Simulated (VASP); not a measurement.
# C (P-1) in VASP: a series of runs

The runs below take C through single point, with PBE+D3(BJ).

All numbers are computed with VASP 6.6.1; they aren't measurements. Logs are shortened: lines on timing, memory, paths and dates and some standing lists are left out, and cuts for length are marked.

## (1) The cell of the first run

The typed cell holds 10 atoms: a = 3.650 Å, b = 2.465 Å, c = 11.351 Å, α = 100.43°, β = 81.24°, γ = 90.00°.

## (2) Single point, PBE+D3(BJ) (the part above a cut slid along it)

Contents of INCAR:

```
ALGO = Normal ; EDIFF = 1E-6
ENCUT = 520 ; GGA = PE
ISIF = 2 ; ISMEAR = 0
IVDW = 12 ; LASPH = True
LCHARG = False ; LREAL = False
LWAVE = False ; NBANDS = 31
NELM = 80 ; PREC = Accurate
SIGMA = 0.05
```

Contents of KPOINTS:

```
k-points
0
Gamma
  7 11 3
```

Contents of POSCAR:

```
C
1.0
    0.0000000000      1.4231666446     -3.3613878322
   -2.4649969361      0.0000000000      0.0000000000
    2.0541641134     10.8300099268      2.7087834678
C
10
Direct
    0.3226096864      0.2436209746      0.7723451695
    0.7480710451      0.6494898142      0.0593877770
    0.8917057054      0.2980226043      0.2376271251
    0.0353403657      0.9465553944      0.4158664732
    0.1789750260      0.5950881845      0.5941058214
    0.7955636152      0.1990429759      0.1188515711
   -0.0608017245      0.8475757660      0.2970909192
    0.0828329359      0.4961085561      0.4753302673
    0.2264675962      1.1446413462      0.6535696154
    0.3701022565      0.7931741363      0.8318089635
```

Potentials or basis: VASP PAW PBE potentials, release 64 (C).

Command:

```
$ cat potpaw_PBE.64/C/POTCAR > POTCAR
$ mpirun -np 1 vasp_std > vasp.out
```

OUTCAR:

```text
EDIFF = 1E-6
   ENCUT = 520
   GGA = PE
   ISIF = 2
   ISMEAR = 0
   IVDW = 12
   LASPH = True
   LREAL = False
   NELM = 80
   PREC = Accurate
 IVDW          = 12

 ion  position               nearest neighbor table
   1  0.323  0.244  0.772-  10 1.42  10 1.42   9 1.42
   2  0.748  0.649  0.059-   6 1.42   6 1.42
   3  0.892  0.298  0.238-   7 1.42   7 1.42   6 1.42
   4  0.035  0.947  0.416-   8 1.42   8 1.42   7 1.42
   5  0.179  0.595  0.594-   9 1.42   9 1.42   8 1.42
   6  0.796  0.199  0.119-   2 1.42   2 1.42   3 1.42
   7  0.939  0.848  0.297-   3 1.42   3 1.42   4 1.42
   8  0.083  0.496  0.475-   4 1.42   4 1.42   5 1.42
   9  0.226  0.145  0.654-   5 1.42   5 1.42   1 1.42
  10  0.370  0.793  0.832-   1 1.42   1 1.42

  LATTYP: Found a triclinic cell.
 ALAT       =     2.4649969361
 B/A-ratio  =     1.7868600557
 C/A-ratio  =     4.6891780375
 COS(alpha) =     0.0014184713
 COS(beta)  =     0.2487998232
 COS(gamma) =     0.5596409169

  Lattice vectors:

 A1 = (   2.4649969361,   0.0000000000,   0.0000000000)
 A2 = (   2.4649969361,  -1.4231666446,   3.3613878322)
 A3 = (   2.8758297588,  -9.4068432822,  -6.0701713000)

Analysis of symmetry for initial positions (statically):
=====================================================================
 Subroutine PRICEL returns:
 Original cell was already a primitive cell.

 Routine SETGRP: Setting up the symmetry group for a
 triclinic supercell.

 Subroutine GETGRP returns: Found  2 space group operations
 (whereof  1 operations were pure point group operations)
 out of a pool of  2 trial point group operations.

The static configuration has the point symmetry C_1 .
 The point group associated with its full space group is S_2 .

Analysis of symmetry for dynamics (positions and initial velocities):
=====================================================================
 Subroutine PRICEL returns:
 Original cell was already a primitive cell.

 Routine SETGRP: Setting up the symmetry group for a
 triclinic supercell.

 Subroutine GETGRP returns: Found  2 space group operations
 (whereof  1 operations were pure point group operations)
 out of a pool of  2 trial point group operations.

The dynamic configuration has the point symmetry C_1 .
 The point group associated with its full space group is S_2 .

 Subroutine INISYM returns: Found  2 space group operations
 (whereof  1 operations are pure point group operations),
 and found     1 'primitive' translations

----------------------------------------------------------------------------------------

                                     Primitive cell

  volume of cell :      99.2381

  direct lattice vectors                    reciprocal lattice vectors
     0.000000000  1.423166645 -3.361387832     0.000000000  0.067284067 -0.269008994
    -2.464996936  0.000000000  0.000000000    -0.405680017  0.069578542  0.029458624
     2.054164113 10.830009927  2.708783468     0.000000000  0.083494250  0.035350349

  length of vectors
     3.650250876  2.464996936 11.351044582     0.277295843  0.412656347  0.090669383

  position of ions in fractional coordinates (direct lattice)
     0.322609686  0.243620975  0.772345169
     0.748071045  0.649489814  0.059387777
     0.891705705  0.298022604  0.237627125
     0.035340366  0.946555394  0.415866473
     0.178975026  0.595088184  0.594105821
     0.795563615  0.199042976  0.118851571
     0.939198275  0.847575766  0.297090919
     0.082832936  0.496108556  0.475330267
     0.226467596  0.144641346  0.653569615
     0.370102256  0.793174136  0.831808964

  ion indices of the primitive-cell ions
   primitive index   ion index
                 1           1
                 2           2
                 3           3
                 4           4
                 5           5
                 6           6
                 7           7
                 8           8
                 9           9
                10          10

----------------------------------------------------------------------------------------

 KPOINTS: k-points

Automatic generation of k-mesh.
 Grid dimensions read from file:
 generate k-points for:    7   11    3

 Generating k-lattice:

  Cartesian coordinates                     Fractional coordinates (reciprocal lattice)
     0.000000000  0.009612010 -0.038429856     0.142857143  0.000000000 -0.000000000
    -0.036880002  0.006325322  0.002678057    -0.000000000  0.090909091  0.000000000
     0.000000000  0.027831417  0.011783450     0.000000000  0.000000000  0.333333333

  Length of vectors
     0.039613692  0.037514213  0.030223128

  Shift w.r.t. Gamma in fractional coordinates (k-lattice)
     0.000000000  0.000000000  0.000000000

 Subroutine IBZKPT returns following result:
 ===========================================

 Found    116 irreducible k-points:

 Following reciprocal coordinates:
            Coordinates               Weight
  0.000000  0.000000  0.000000      1.000000
  0.142857  0.000000  0.000000      2.000000
  0.285714  0.000000  0.000000      2.000000
  0.428571  0.000000  0.000000      2.000000
  0.000000  0.090909  0.000000      2.000000
  0.142857  0.090909  0.000000      2.000000
[... 16 lines left out ...]
 -0.428571  0.272727  0.000000      2.000000
 -0.285714  0.272727  0.000000      2.000000
 [... further k-points ...]
   k-points           NKPTS =    116   k-points in BZ     NKDIM =    116   number of bands    NBANDS=     31
   number of dos      NEDOS =    301   number of ions     NIONS =     10
   total plane-waves  NPLWV =  42336
   dimension x,y,z NGX =    28 NGY =   18 NGZ =   84
   dimension x,y,z NGXF=    56 NGYF=   36 NGZF=  168
   ions per type =              10
   NGX,Y,Z   is equivalent  to a cutoff of  12.75, 12.14, 12.30 a.u.
   NGXF,Y,Z  is equivalent  to a cutoff of  25.50, 24.28, 24.61 a.u.
 SYSTEM =  unknown system
   PREC   = accura    normal or accurate (medium, high low for compatibility)
   ISTART =      0    job   : 0-new  1-cont  2-samecut
   ICHARG =      2    charge: 1-file 2-atom 10-const
   ISPIN  =      1    spin polarized calculation?
   LNONCOLLINEAR =      F non collinear calculations
   LSORBIT =      F    spin-orbit coupling
   LASPH  =      T    aspherical Exc in radial PAW
   ENCUT  =  520.0 eV  38.22 Ry    6.18 a.u.   6.79  4.58 21.11*2*pi/ulx,y,z
   NELM   =     80;   NELMIN=  2; NELMDL= -5     # of ELM steps
   EDIFF  = 0.1E-05   stopping-criterion for ELM
   LREAL  =      F    real-space projection
   EDIFFG = 0.1E-04   stopping-criterion for IOM
   NSW    =      0    number of steps for IOM
   IBRION =     -1    ionic relax: 0-MD 1-quasi-New 2-CG
   NFREE  =      0    steps in history (QN), initial steepest desc. (CG)
   ISIF   =      2    stress and relaxation
   ISYM   =      2    0-nonsym 1-usesym 2-fastsym
   POTIM  = 0.5000    time-step for ionic-motion
   TEBEG  =    0.0;   TEEND  =   0.0 temperature during run
   PSTRESS=    0.0 pullay stress
   NELECT =      40.0000    total number of electrons
   NUPDOWN=      -1.0000    fix difference up-down
   EMIN   =  10.00;   EMAX   =-10.00  energy-range for DOS
   EFERMI =   0.00;   METHOD = LEGACY
   ISMEAR =     0;   SIGMA  =   0.05  broadening in eV -4-tet -1-fermi 0-gaus
   EFERMI_NEDOS =   21; number of points for ismear=-14 and -15
   IALGO  =     38    algorithm
   IMIX   =      4    mixing-type and parameters
     AMIX     =   0.40;   BMIX     =  1.00
     AMIX_MAG =   1.60;   BMIX_MAG =  1.00
  volume/ion in A,a.u.               =       9.92        66.97
  Fermi-wavevector in a.u.,A,eV,Ry     =   1.209304  2.285252 19.897367  1.462415
  Thomas-Fermi vector in A             =   2.344885
   LORBIT       =      0    0 simple, 1 ext, 2 COOP (PROOUT), +10 PAW based schemes
   GGA     = PE    functional components
   LHFCALC =     F    Hartree Fock is set to
   AEXX    =    0.0000 exact exchange contribution
   IVDW    =    12    specifies the selected vdW correction
   LEPSILON=     F    determine dielectric tensor
   LRPA    =     F    only Hartree local field effects (RPA)
 non-spin polarized calculation
 Gauss-broadening in eV      SIGMA  =   0.05
  energy-cutoff  :      520.00
  volume of cell :       99.24
 maximum number of plane-waves:      2703
   NGX = 13   NGY =  9   NGZ = 43

 number of electron      39.9999996 magnetization

 Free energy of the ion-electron system (eV)
  ---------------------------------------------------
  ext. energy  EPLUGINS =         0.00000000
  ---------------------------------------------------
  free energy    TOTEN  =       -86.16521250 eV

  energy without entropy =      -86.16244411  energy(sigma->0) =      -86.16382830

 E-fermi :   3.1525     XC(G=0):  -9.8143

 val. band max:        3.1463209640   @ k =   0.1429  -0.3636   0.3333
 cond. band min:       3.1604805903   @ k =  -0.1429   0.3636   0.0000
 fundamental gap:      0.0141596263
 Fermi energy:         3.1525294792

 k-point     1 :       0.0000    0.0000    0.0000
  band No.  band energies     occupation
      1     -16.1406      2.00000
      2     -15.3942      2.00000
      3     -14.2925      2.00000
      4     -12.7440      2.00000
      5     -11.3168      2.00000
      6      -8.3705      2.00000
[... 23 lines left out ...]
     30      11.5366      0.00000
     31      12.1163      0.00000

 k-point     2 :       0.1429    0.0000    0.0000
  band No.  band energies     occupation
      1     -16.0933      2.00000
      2     -15.3571      2.00000
      3     -14.2659      2.00000
      4     -12.7393      2.00000
      5     -11.3174      2.00000
      6      -8.3968      2.00000
[... 740 lines left out ...]
 k-point    24 :      -0.2857    0.2727    0.0000
  band No.  band energies     occupation
      1     -14.6744      2.00000
      2     -13.9823      2.00000
      3     -12.9294      2.00000
      4     -11.5230      2.00000
      5     -10.1570      2.00000
      6      -7.9605      2.00000
[... 23 lines left out ...]
     30      12.6275      0.00000
     31      12.9048      0.00000

 [... further k-points ...]

------------------------ aborting loop because EDIFF is reached ----------------------------------------

 Edisp (eV)   -1.46523

 E8    (eV) :    -0.4159

  FORCE on cell =-STRESS in cart. coord.  units (eV):
  Direction    XX          YY          ZZ          XY          YZ          ZX
  --------------------------------------------------------------------------------------
  -------------------------------------------------------------------------------------
  Total      -1.72870    -2.50095    -0.24438    -0.57606     0.30639    -0.17337
  in kB     -27.90948   -40.37727    -3.94547    -9.30037     4.94654    -2.79908
  external pressure =      -24.08 kB  Pullay stress =        0.00 kB

 VOLUME and BASIS-vectors are now :
 -----------------------------------------------------------------------------
  energy-cutoff  :      520.00
  volume of cell :       99.24
      direct lattice vectors                 reciprocal lattice vectors
     0.000000000  1.423166645 -3.361387832     0.000000000  0.067284067 -0.269008994
    -2.464996936  0.000000000  0.000000000    -0.405680017  0.069578542  0.029458624
     2.054164113 10.830009927  2.708783468     0.000000000  0.083494250  0.035350349

 POSITION                                       TOTAL-FORCE (eV/Angst)
 -----------------------------------------------------------------------------------
      0.98600      8.82363      1.00770        -0.042028      2.514468     -0.042472
     -1.47900      1.70780     -2.35369        -0.227102      0.711999      0.099680
     -0.24650      3.84255     -2.35369        -0.023061      0.754657     -0.028528
     -1.47900      4.55413      1.00770         0.000673      0.160662      0.022046
     -0.24650      6.68888      1.00770         0.000046      0.168034      0.017665
     -0.24650      2.41938     -2.35225         0.042028     -2.514468      0.042472
     -1.47900      4.55413     -2.35225        -0.000046     -0.168034     -0.017665
     -0.24650      5.26572      1.00913        -0.000673     -0.160662     -0.022046
      0.98600      7.40047      1.00913         0.023061     -0.754657      0.028528
     -0.24650      9.53522      1.00913         0.227102     -0.711999     -0.099680
 -----------------------------------------------------------------------------------
    total drift:                               -0.000000      0.000049      0.000038

  FREE ENERGIE OF THE ION-ELECTRON SYSTEM (eV)
  ---------------------------------------------------
  free  energy   TOTEN  =       -87.6304467415 eV

  energy  without entropy=      -87.6276783495  energy(sigma->0) =      -87.62906255
```

Run time: 2.9 min. Hardware: 1 thread of AMD EPYC 9R45 (Zen 5), shared host; peak memory 0.32 GiB.

Results:

```
Free energy                : -87.6304 eV
Pressure                   : -2.4 GPa
Largest force              : 2.515 eV/Å
Band gap on the k mesh     : zero (filled and empty bands touch)
Dispersion energy per atom : -0.147 eV
```

Forces on the atoms (eV/Å):
```
C   -0.042  2.514 -0.042
C   -0.227  0.712  0.100
C   -0.023  0.755 -0.029
C    0.001  0.161  0.022
C    0.000  0.168  0.018
C    0.042 -2.514  0.042
C    0.000 -0.168 -0.018
C   -0.001 -0.161 -0.022
C    0.023 -0.755  0.029
C    0.227 -0.712 -0.100
```

Stress tensor (GPa, compression positive):
```
-2.79 -0.93 -0.28
-0.93 -4.04  0.49
-0.28  0.49 -0.39
```

Levels at points of the mesh, in eV from the Fermi level:
```tsv
k point	band 18	band 19	band 20	band 21	band 22	band 23
(0.00, 0.00, 0.00)	-3.03	-2.72	-0.95	0.98	2.35	4.50
```

Caveat: the cell differs from its parent crystal (the part above a cut slid along it); forces of over 1 eV/Å act on the atoms, so gaps and moduli don't describe the material at rest.

## (3) Single point, PBE+D3(BJ) (the part above a cut slid along it)

Contents of INCAR:

```
PREC = Accurate
ENCUT = 520
EDIFF = 1E-6
ISMEAR = 0
SIGMA = 0.05
LREAL = False
LASPH = True
NELM = 60
ALGO = Normal
ISIF = 2
LWAVE = False
LCHARG = False
GGA = PE
IVDW = 12
NBANDS = 31
```

Contents of KPOINTS:

```
Automatic mesh
0
Gamma
  7 11 3
```

Contents of POSCAR:

```
C
1.0
    0.0000000000      1.4231666446     -3.3613878322
   -2.4649969361      0.0000000000      0.0000000000
    1.6433312908     10.5928154860      3.2690147732
C
10
Direct
    0.4513338813      0.1148967796      0.7723451695
    0.7579690079      0.6395918514      0.0593877770
    0.9313102263      0.2584180834      0.2376271251
    0.1046514446      0.8772443155      0.4158664732
    0.2779926629      0.4960705476      0.5941058214
    0.8153722104      0.1792343807      0.1188515711
   -0.0112865713      0.7980606128      0.2970909192
    0.1620546471      0.4168868449      0.4753302673
    0.3353958654      1.0357130769      0.6535696154
    0.5087370837      0.6545393090      0.8318089635
```

Potentials or basis: VASP PAW PBE potentials, release 64 (C).

Command:

```
$ cat potpaw_PBE.64/C/POTCAR > POTCAR
$ mpirun -np 1 vasp_std > vasp.out
```

Wall time 3.1 min (1 thread of AMD EPYC 9R45 (Zen 5), shared host); peak memory 0.32 GiB.

It converged, with:

| Item | Value |
| --- | --- |
| Free energy | -88.1279 eV |
| Pressure | -4.1 GPa |
| Largest force | 2.972 eV/Å |
| Band gap on the k mesh | zero (bands 20 and 21 overlap by 0.21 eV) |
| Dispersion energy per atom | -0.146 eV |

Forces on the atoms (eV/Å):
```
C   -0.092  2.970  0.005
C   -0.399  0.272  0.005
C   -0.066  0.898  0.011
C   -0.029  0.317  0.016
C   -0.029  0.373  0.018
C    0.092 -2.970 -0.005
C    0.029 -0.373 -0.018
C    0.029 -0.317 -0.016
C    0.066 -0.898 -0.011
C    0.399 -0.272 -0.005
```

Stress tensor (GPa, compression positive):
```
-3.56 -1.49 -0.04
-1.49 -8.48  0.03
-0.04  0.03 -0.35
```

Levels at points of the mesh, in eV from the Fermi level:
```
           k point  band 18  band 19  band 20  band 21  band 22  band 23
(0.00, 0.00, 0.00)    -3.09    -2.86    -1.43     1.06     2.38     4.16
```

Caveat: the cell differs from its parent crystal (the part above a cut slid along it); the stress differs along the axes, from -8 to -0 GPa; forces of over 1 eV/Å act on the atoms, so gaps and moduli don't describe the material at rest.
